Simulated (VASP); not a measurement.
Here is a VASP 6.6.1 calculation.

Contents of INCAR:

```
SYSTEM = Al2Cu
PREC = Accurate ; ENCUT = 520
EDIFF = 1E-6 ; ISMEAR = 0
SIGMA = 0.1 ; LREAL = .FALSE.
LASPH = .TRUE. ; NELM = 60
ALGO = Fast ; ISIF = 2
LWAVE = .FALSE. ; LCHARG = .FALSE.
GGA = PE ; NBANDS = 26
```

The input KPOINTS:

```
regular mesh
0
G
  12 12 8
  0 0 0
```

The input POSCAR:

```
Al2Cu
1.0
    4.8295273269      0.0000000000      0.0000000000
   -2.4147636634      4.1824933534      0.0000000000
    0.0000000000      0.0000000000      4.3880789307
Al Cu
4 2
Direct
    0.0000000000      0.0000000000      0.0000000000
    0.0000000000      0.3463439193      0.5000000000
    0.6536560807      0.6536560807      0.5000000000
    0.3463439193      0.0000000000      0.5000000000
    0.6666666667      0.3333333333      0.0000000000
    0.3333333333      0.6666666667      0.0000000000
```

Potentials or basis: VASP PAW PBE potentials, release 64 (Al, Cu).

Launch:

```console
$ cat potpaw_PBE.64/Al/POTCAR potpaw_PBE.64/Cu/POTCAR > POTCAR
$ mpirun -np 1 vasp_std > vasp.out
```

(1) Estimate the largest force.

(2) What does it give for the band gap on the k mesh?

(3) Predict the pressure.

Answers

(1) 0.019 eV/Å.

(2) zero (band 17 reaches 9.74 eV, above the bottom of band 18 at 6.89 eV).

(3) 0.2 GPa.
